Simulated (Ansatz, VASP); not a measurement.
# Two plane-wave programs on BeS

```xyz
2
Lattice="0.0119 2.3144 2.3144 2.3144 0.0119 2.3144 2.3144 2.3144 0.0119" Properties=species:S:1:pos:R:3 pbc="T T T"
Be    0.0000    0.0000    0.0000
S     2.3204    2.3204    2.3204
```

Change from the starting cell: epitaxial_111 strain -0.6%.

Alike in both runs: task single point; functional HSE06; k mesh 6 × 6 × 6; no spin polarisation.

|  | VASP | Ansatz |
| --- | --- | --- |
| version | VASP 6.6.1 | Ansatz 0.2.0 |
| potentials or method | VASP PAW PBE potentials, release 64 (Be, S) | plane waves, PAW |
| plane-wave cutoff (eV) | 520 | 420 |
| occupations | gaussian, width 0.01 eV | fixed |
| valence electrons in the cell | 8 | 8 |

VASP gave:

| Item | Value |
| --- | --- |
| gap on the k mesh at the Fermi level (eV) | 1.72 |
| pressure (GPa) | -0.7 |
| traceless stress, the component that is largest in VASP (GPa) | -0.64 |

Problem. Estimate Ansatz's values.

Solution. gap on the k mesh at the Fermi level (eV): 1.73; pressure (GPa): -0.5; traceless stress, the component that is largest in VASP (GPa): -0.64.

Ansatz's warnings: stress exchange threshold loose, stress scf threshold loose.
